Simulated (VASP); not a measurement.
A run of VASP 6.6.1 is set up as follows.

The input INCAR:

```
PREC = Accurate ; ENCUT = 500
EDIFF = 1E-6 ; ISMEAR = 0
SIGMA = 0.1 ; LREAL = F
LASPH = T ; NELM = 200
ALGO = Normal ; ISIF = 2
LWAVE = F ; LCHARG = F
ISPIN = 2 ; MAGMOM = 1 1 1 0
LORBIT = 11 ; LMAXMIX = 4
GGA = PE ; NBANDS = 40
GGA_COMPAT = F
```

KPOINTS

```
regular mesh
0
Gamma
  6 6 6
```

POSCAR

```
Mo3W
1.0
    0.0000000000      3.1659847937      3.1659847937
    3.1659847937      0.0000000000      3.1659847937
    3.1659847937      3.1659847937      0.0000000000
Mo W
3 1
Direct
    0.2500000000      0.2500000000      0.2500000000
    0.7500000000      0.7500000000      0.7500000000
    0.5000000000      0.5000000000      0.5000000000
    0.0000000000      0.0000000000      0.0000000000
```

Potentials or basis: VASP PAW PBE potentials, release 64 (Mo_sv, W_sv).

Launch:

```console
$ cat potpaw_PBE.64/Mo_sv/POTCAR potpaw_PBE.64/W_sv/POTCAR > POTCAR
$ mpirun -np 1 vasp_std > vasp.out
```

(1) What does it give for the pressure?

(2) Predict the net moment.

Results:

(1) 0.5 GPa.

(2) 0.00 μB per cell.
